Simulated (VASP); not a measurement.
A run of VASP 6.6.1 is set up as follows.

INCAR

```
SYSTEM = SrCd
PREC = Accurate
ENCUT = 600
EDIFF = 1E-6
ISMEAR = 1
SIGMA = 0.05
LREAL = .False.
LASPH = .True.
NELM = 60
ALGO = Normal
ISIF = 3
LWAVE = .False.
LCHARG = .False.
IBRION = 2
NSW = 80
EDIFFG = -0.02
```

File KPOINTS:

```
regular mesh
0
Gamma
  12 12 12
  0 0 0
```

The input POSCAR:

```
SrCd
1.0
    4.0030000000      0.0000000000      0.0000000000
    0.0000000000      4.0030000000      0.0000000000
    0.0000000000      0.0000000000      4.0030000000
Sr Cd
1 1
Direct
    0.5000000000      0.5000000000      0.5000000000
    0.0000000000      0.0000000000      0.0000000000
```

Potentials or basis: VASP PAW LDA potentials, release 64 (Sr_sv, Cd).

Launch:

```sh
$ cat potpaw_LDA.64/Sr_sv/POTCAR potpaw_LDA.64/Cd/POTCAR > POTCAR
$ mpirun -np 1 vasp_std > vasp.out
```

Estimate the relaxed volume.

29.67 Å³/atom.

What does it give for the band gap on the k mesh?

Zero (bands 11 and 12 overlap by 2.26 eV).

The path:
```tsv
step	energy change (eV)	largest force (eV/Å)	pressure (GPa)	volume (Å³)
1	0.0000	0.0000	-2.08	64.14
2	-0.0323	0.0000	-0.54	60.35
3	-0.0341	0.0000	-0.03	59.34
```

LDA usually gives volumes a few per cent too small. Zero-point motion and thermal expansion aren't in these numbers.
